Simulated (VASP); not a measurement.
# Be (I4/mmm) in VASP: notebook

The runs below take Be through single point, with PBEsol.

Program: VASP 6.6.1. These are calculated values, not measurements. Logs are shortened: lines on timing, memory, paths and dates and some standing lists are left out, and cuts for length are marked.

### 1 The cell of the first run

The structure is tetragonal, space group I4/mmm (No. 139). Conventional cell: a = 2.506 Å, b = 2.506 Å, c = 2.431 Å, α = 90.00°, β = 90.00°, γ = 90.00°. Within 2.8 Å of Be (site symmetry 4/mmm) lie 14 Be at 2.15 to 2.51 Å.

### 2 Single point, PBEsol (strain +0.000 along x and y, -0.030 along z)

Input file INCAR:

```
SYSTEM = Be
PREC = Accurate
ENCUT = 520
EDIFF = 1E-7
ISMEAR = 0
SIGMA = 0.15
LREAL = .False.
LASPH = .True.
NELM = 100
ALGO = Normal
ISIF = 2
LWAVE = .False.
LCHARG = .False.
GGA = PS
NBANDS = 7
```

Input file KPOINTS:

```
Automatic mesh
0
Gamma
  26 26 26
  0 0 0
```

Input file POSCAR:

```
Be
1.0
   -1.2531209513      1.2531209513      1.2155273228
    1.2531209513     -1.2531209513      1.2155273228
    1.2531209513      1.2531209513     -1.2155273228
Be
1
Direct
    0.0000000000      0.0000000000      0.0000000000
```

Potentials or basis: VASP PAW PBE potentials, release 64 (Be).

Run with:

```bash
$ cat potpaw_PBE.64/Be/POTCAR > POTCAR
$ mpirun -np 1 vasp_std > vasp.out
```

OUTCAR:

```text
SYSTEM = Be
   PREC = Accurate
   ENCUT = 520
   EDIFF = 1E-7
   ISMEAR = 0
   LREAL = .False.
   LASPH = .True.
   NELM = 100
   ISIF = 2
   GGA = PS

 ion  position               nearest neighbor table
   1  0.000  0.000  0.000-

  LATTYP: Found a body centered tetragonal cell.
 ALAT       =     2.5062419026
 C/A-ratio  =     0.9700000000

  Lattice vectors:

 A1 = (  -1.2531209513,   1.2531209513,   1.2155273228)
 A2 = (   1.2531209513,  -1.2531209513,   1.2155273228)
 A3 = (   1.2531209513,   1.2531209513,  -1.2155273228)

Analysis of symmetry for initial positions (statically):
=====================================================================
 Subroutine PRICEL returns:
 Original cell was already a primitive cell.

 Routine SETGRP: Setting up the symmetry group for a
 body centered tetragonal supercell.

 Subroutine GETGRP returns: Found 16 space group operations
 (whereof 16 operations were pure point group operations)
 out of a pool of 16 trial point group operations.

The static configuration has the point symmetry D_4h.

Analysis of symmetry for dynamics (positions and initial velocities):
=====================================================================
 Subroutine PRICEL returns:
 Original cell was already a primitive cell.

 Routine SETGRP: Setting up the symmetry group for a
 body centered tetragonal supercell.

 Subroutine GETGRP returns: Found 16 space group operations
 (whereof 16 operations were pure point group operations)
 out of a pool of 16 trial point group operations.

The dynamic configuration has the point symmetry D_4h.

 Subroutine INISYM returns: Found 16 space group operations
 (whereof 16 operations are pure point group operations),
 and found     1 'primitive' translations

----------------------------------------------------------------------------------------

                                     Primitive cell

  volume of cell :       7.6350

  direct lattice vectors                    reciprocal lattice vectors
    -1.253120951  1.253120951  1.215527323     0.000000000  0.399003783  0.411344106
     1.253120951 -1.253120951  1.215527323     0.399003783  0.000000000  0.411344106
     1.253120951  1.253120951 -1.215527323     0.399003783  0.399003783  0.000000000

  length of vectors
     2.148983692  2.148983692  2.148983692     0.573068925  0.573068925  0.564276561

  position of ions in fractional coordinates (direct lattice)
     0.000000000  0.000000000  0.000000000

  ion indices of the primitive-cell ions
   primitive index   ion index
                 1           1

----------------------------------------------------------------------------------------

 KPOINTS: Automatic mesh

Automatic generation of k-mesh.
 Grid dimensions read from file:
 generate k-points for:   26   26   26

 Generating k-lattice:

  Cartesian coordinates                     Fractional coordinates (reciprocal lattice)
     0.000000000  0.015346299  0.015820927     0.038461538  0.000000000  0.000000000
     0.015346299  0.000000000  0.015820927     0.000000000  0.038461538  0.000000000
     0.015346299  0.015346299  0.000000000     0.000000000  0.000000000  0.038461538

  Length of vectors
     0.022041112  0.022041112  0.021702945

  Shift w.r.t. Gamma in fractional coordinates (k-lattice)
     0.000000000  0.000000000  0.000000000

 Subroutine IBZKPT returns following result:
 ===========================================

 Found   1330 irreducible k-points:

 Following reciprocal coordinates:
            Coordinates               Weight
  0.000000  0.000000  0.000000      1.000000
  0.038462 -0.000000  0.000000      8.000000
  0.076923 -0.000000  0.000000      8.000000
  0.115385 -0.000000  0.000000      8.000000
  0.153846 -0.000000  0.000000      8.000000
  0.192308 -0.000000  0.000000      8.000000
[... 16 lines left out ...]
  0.346154  0.038462  0.000000     16.000000
  0.384615  0.038462  0.000000     16.000000
 [... further k-points ...]
   k-points           NKPTS =   1330   k-points in BZ     NKDIM =   1330   number of bands    NBANDS=      7
   number of dos      NEDOS =    301   number of ions     NIONS =      1
   total plane-waves  NPLWV =   4096
   dimension x,y,z NGX =    16 NGY =   16 NGZ =   16
   dimension x,y,z NGXF=    32 NGYF=   32 NGZF=   32
   ions per type =               1
   NGX,Y,Z   is equivalent  to a cutoff of  12.38, 12.38, 12.38 a.u.
   NGXF,Y,Z  is equivalent  to a cutoff of  24.76, 24.76, 24.76 a.u.
 SYSTEM =  Be
   PREC   = accura    normal or accurate (medium, high low for compatibility)
   ISTART =      0    job   : 0-new  1-cont  2-samecut
   ICHARG =      2    charge: 1-file 2-atom 10-const
   ISPIN  =      1    spin polarized calculation?
   LNONCOLLINEAR =      F non collinear calculations
   LSORBIT =      F    spin-orbit coupling
   LASPH  =      T    aspherical Exc in radial PAW
   ENCUT  =  520.0 eV  38.22 Ry    6.18 a.u.   4.00  4.00  4.00*2*pi/ulx,y,z
   NELM   =    100;   NELMIN=  2; NELMDL= -5     # of ELM steps
   EDIFF  = 0.1E-06   stopping-criterion for ELM
   LREAL  =      F    real-space projection
   EDIFFG = 0.1E-05   stopping-criterion for IOM
   NSW    =      0    number of steps for IOM
   IBRION =     -1    ionic relax: 0-MD 1-quasi-New 2-CG
   NFREE  =      0    steps in history (QN), initial steepest desc. (CG)
   ISIF   =      2    stress and relaxation
   ISYM   =      2    0-nonsym 1-usesym 2-fastsym
   POTIM  = 0.5000    time-step for ionic-motion
   TEBEG  =    0.0;   TEEND  =   0.0 temperature during run
   PSTRESS=    0.0 pullay stress
   NELECT =       2.0000    total number of electrons
   NUPDOWN=      -1.0000    fix difference up-down
   EMIN   =  10.00;   EMAX   =-10.00  energy-range for DOS
   EFERMI =   0.00;   METHOD = LEGACY
   ISMEAR =     0;   SIGMA  =   0.15  broadening in eV -4-tet -1-fermi 0-gaus
   EFERMI_NEDOS =   21; number of points for ismear=-14 and -15
   IALGO  =     38    algorithm
   IMIX   =      4    mixing-type and parameters
     AMIX     =   0.40;   BMIX     =  1.00
     AMIX_MAG =   1.60;   BMIX_MAG =  1.00
  volume/ion in A,a.u.               =       7.64        51.52
  Fermi-wavevector in a.u.,A,eV,Ry     =   1.047485  1.979460 14.928658  1.097225
  Thomas-Fermi vector in A             =   2.182367
   LORBIT       =      0    0 simple, 1 ext, 2 COOP (PROOUT), +10 PAW based schemes
   GGA     = PS    functional components
   LHFCALC =     F    Hartree Fock is set to
   AEXX    =    0.0000 exact exchange contribution
   IVDW    =     0    specifies the selected vdW correction
   LEPSILON=     F    determine dielectric tensor
   LRPA    =     F    only Hartree local field effects (RPA)
 non-spin polarized calculation
 Gauss-broadening in eV      SIGMA  =   0.15
  energy-cutoff  :      520.00
  volume of cell :        7.64
 maximum number of plane-waves:       228
   NGX =  7   NGY =  7   NGZ =  7

 number of electron       2.0000000 magnetization

 Free energy of the ion-electron system (eV)
  ---------------------------------------------------
  ext. energy  EPLUGINS =         0.00000000
  ---------------------------------------------------
  free energy    TOTEN  =        -3.89924012 eV

  energy without entropy =       -3.89807991  energy(sigma->0) =       -3.89866001

 E-fermi :   8.1885     XC(G=0): -10.7284

 val. band max:        8.1867237237   @ k =   0.3462   0.3462   0.0769
 cond. band min:       8.1899769201   @ k =  -0.3846  -0.4231   0.3077
 fundamental gap:      0.0032531964
 Fermi energy:         8.1884712170

 k-point     1 :       0.0000    0.0000    0.0000
  band No.  band energies     occupation
      1      -4.2313      2.00000
      2      27.9014      0.00000
      3      27.9014      0.00000
      4      28.2060      0.00000
      5      38.5791      0.00000
      6      39.9809      0.00000
      7      39.9809      0.00000

 k-point     2 :       0.0385   -0.0000    0.0000
  band No.  band energies     occupation
      1      -4.1784      2.00000
      2      27.6697      0.00000
      3      27.7361      0.00000
      4      28.0595      0.00000
      5      38.2818      0.00000
      6      38.9967      0.00000
      7      39.8456      0.00000

 k-point     3 :       0.0769   -0.0000    0.0000
  band No.  band energies     occupation
      1      -4.0197      2.00000
      2      27.0553      0.00000
      3      27.0667      0.00000
      4      27.7673      0.00000
      5      37.0990      0.00000
      6      37.1119      0.00000
      7      40.4516      0.00000

 k-point     4 :       0.1154   -0.0000    0.0000
  band No.  band energies     occupation
      1      -3.7551      2.00000
      2      25.8084      0.00000
      3      26.2201      0.00000
      4      27.3954      0.00000
      5      35.6207      0.00000
      6      35.7186      0.00000
      7      39.9936      0.00000

 k-point     5 :       0.1538   -0.0000    0.0000
  band No.  band energies     occupation
      1      -3.3845      2.00000
      2      24.0711      0.00000
      3      25.3008      0.00000
      4      26.9363      0.00000
      5      34.3992      0.00000
      6      34.6760      0.00000
      7      39.8060      0.00000
[... 161 lines left out ...]
 k-point    22 :       0.3077    0.0385    0.0000
  band No.  band energies     occupation
      1      -0.3892      2.00000
      2      14.6561      0.00000
      3      21.6491      0.00000
      4      24.2105      0.00000
      5      30.5614      0.00000
      6      34.1043      0.00000
      7      41.7607      0.00000

 k-point    23 :       0.3462    0.0385    0.0000
  band No.  band energies     occupation
      1       0.5087      2.00000
      2      12.7787      0.00000
      3      21.1397      0.00000
      4      23.8059      0.00000
      5      30.0289      0.00000
      6      34.3257      0.00000
      7      42.6635      0.00000

 k-point    24 :       0.3846    0.0385    0.0000
  band No.  band energies     occupation
      1       1.4380      2.00000
      2      11.1042      0.00000
      3      20.7503      0.00000
      4      23.4938      0.00000
      5      29.6300      0.00000
      6      34.5625      0.00000
      7      43.6041      0.00000

 [... further k-points ...]

------------------------ aborting loop because EDIFF is reached ----------------------------------------

  FORCE on cell =-STRESS in cart. coord.  units (eV):
  Direction    XX          YY          ZZ          XY          YZ          ZX
  --------------------------------------------------------------------------------------
  -------------------------------------------------------------------------------------
  Total        0.0595839      0.0595839      0.2068252      0.0000000     -0.0000000      0.0000000
  in kB       12.5034200     12.5034200     43.4013531      0.0000000     -0.0000000      0.0000000
  external PRESSURE =      22.8027310 kB  Pullay stress =       0.0000000 kB

 VOLUME and BASIS-vectors are now :
 -----------------------------------------------------------------------------
  energy-cutoff  :      520.00
  volume of cell :        7.64
      direct lattice vectors                 reciprocal lattice vectors
    -1.253120951  1.253120951  1.215527323     0.000000000  0.399003783  0.411344106
     1.253120951 -1.253120951  1.215527323     0.399003783  0.000000000  0.411344106
     1.253120951  1.253120951 -1.215527323     0.399003783  0.399003783  0.000000000

 POSITION                                       TOTAL-FORCE (eV/Angst)
 -----------------------------------------------------------------------------------
      0.00000      0.00000      0.00000        -0.000000      0.000000      0.000000
 -----------------------------------------------------------------------------------
    total drift:                                0.000000     -0.000000      0.000000

  FREE ENERGIE OF THE ION-ELECTRON SYSTEM (eV)
  ---------------------------------------------------
  free  energy   TOTEN  =        -3.8992401230 eV

  energy  without entropy=       -3.8980799050  energy(sigma->0) =       -3.89866001
```

Run time: 9.7 s. Hardware: 1 thread of Intel Xeon 6975P-C (Granite Rapids), shared host; peak memory 0.16 GiB.

What came out:

```yaml
Free_energy: -3.8992 eV
Pressure: 2.3 GPa
Band_gap_on_the_k_mesh: zero (bands 1 and 2 overlap by 4.91 eV)
```

Stress tensor (GPa, compression positive):
```
1.25 0.00 0.00
0.00 1.25 0.00
0.00 0.00 4.34
```

Levels at points of the mesh, in eV from the Fermi level:
```
           k point  band 1  band 2  band 3  band 4  band 5  band 6
(0.00, 0.00, 0.00)  -12.42   19.71   19.71   20.02   30.39   31.79
(0.50, 0.00, 0.00)   -5.28    0.61   12.29   15.45   20.39   26.66
(0.50, 0.50, 0.00)   -5.53    0.21   13.02   16.46   21.53   27.28
(0.50, 0.50, 0.50)    3.63    3.63    4.86    9.56   10.28   19.11
```

Caveat: the cell differs from its parent crystal (strain +0.000 along x and y, -0.030 along z); the PAW data sets were made with another functional, which shifts forces and pressure a little.

### 3 Single point, PBEsol (strain +0.000 along x and y, -0.015 along z)

Input file INCAR:

```
SYSTEM = Be
  ALGO = Normal
  EDIFF = 1E-6
  ENCUT = 520
  GGA = PS
  ISIF = 2
  ISMEAR = 0
  LASPH = .True.
  LCHARG = .False.
  LREAL = .False.
  LWAVE = .False.
  NBANDS = 7
  NELM = 80
  PREC = Accurate
  SIGMA = 0.15
```

Input file KPOINTS:

```
k-points
0
Gamma
  26 26 26
  0 0 0
```

Input file POSCAR:

```
Be
1.0
   -1.2531209513      1.2531209513      1.2343241370
    1.2531209513     -1.2531209513      1.2343241370
    1.2531209513      1.2531209513     -1.2343241370
Be
1
Direct
    0.0000000000      0.0000000000      0.0000000000
```

Potentials or basis: VASP PAW PBE potentials, release 64 (Be).

Run with:

```bash
$ cat potpaw_PBE.64/Be/POTCAR > POTCAR
$ mpirun -np 1 vasp_std > vasp.out
```

Wall time 9.1 s (1 thread of Intel Xeon 6975P-C (Granite Rapids), shared host); peak memory 0.16 GiB.

The run converged. Its results:

- Free energy: -3.9015 eV
- Pressure: 0.3 GPa
- Band gap on the k mesh: zero (bands 1 and 2 overlap by 5.10 eV)

Stress tensor (GPa, compression positive):
```
-0.43  0.00  0.00
 0.00 -0.43  0.00
 0.00  0.00  1.62
```

Levels at points of the mesh, in eV from the Fermi level:
```csv
k point,band 1,band 2,band 3,band 4
"(0.00, 0.00, 0.00)",-12.31,19.55,19.55,19.69
"(0.50, 0.00, 0.00)",-5.24,0.51,12.28,15.46
"(0.50, 0.50, 0.00)",-5.36,0.32,12.63,15.95
"(0.50, 0.50, 0.50)",3.81,3.81,4.41,9.70
```

Caveat: the cell differs from its parent crystal (strain +0.000 along x and y, -0.015 along z); the PAW data sets were made with another functional, which shifts forces and pressure a little.
